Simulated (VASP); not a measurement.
In4Ru, 5 atoms in the cell. The typed cell holds 5 atoms: a = 5.433 Å, b = 5.433 Å, c = 5.433 Å, α = 109.47°, β = 109.47°, γ = 109.47°. 

```yaml
Program: VASP 6.6.1
Task: single point
Functional: PBE
Potentials_or_basis: VASP PAW PBE potentials, release 64 (In_d, Ru_pv)
Cutoff: 520 eV
k_mesh: 4 × 4 × 4
Occupations: gaussian, width 0.2 eV
Spin: no spin polarisation
Dipole_correction: no
Further_INCAR_settings: ALGO = Normal; EDIFF = 1e-06; NBANDS = 41
```

Potentials or basis: VASP PAW PBE potentials, release 64 (In_d, Ru_pv).

Command:

```console
$ cat potpaw_PBE.64/In_d/POTCAR potpaw_PBE.64/Ru_pv/POTCAR > POTCAR
$ mpirun -np 1 vasp_std > vasp.out
```

Hardware: 1 thread of AMD EPYC 9R14 (Zen 4), with other jobs on the host.

Problem. Estimate the wall time of this run.

Solution. Wall time 38 s on 1 thread of AMD EPYC 9R14 (Zen 4) (shared host), peak memory 0.22 GiB. Counts: scf iterations 14, k points 8.
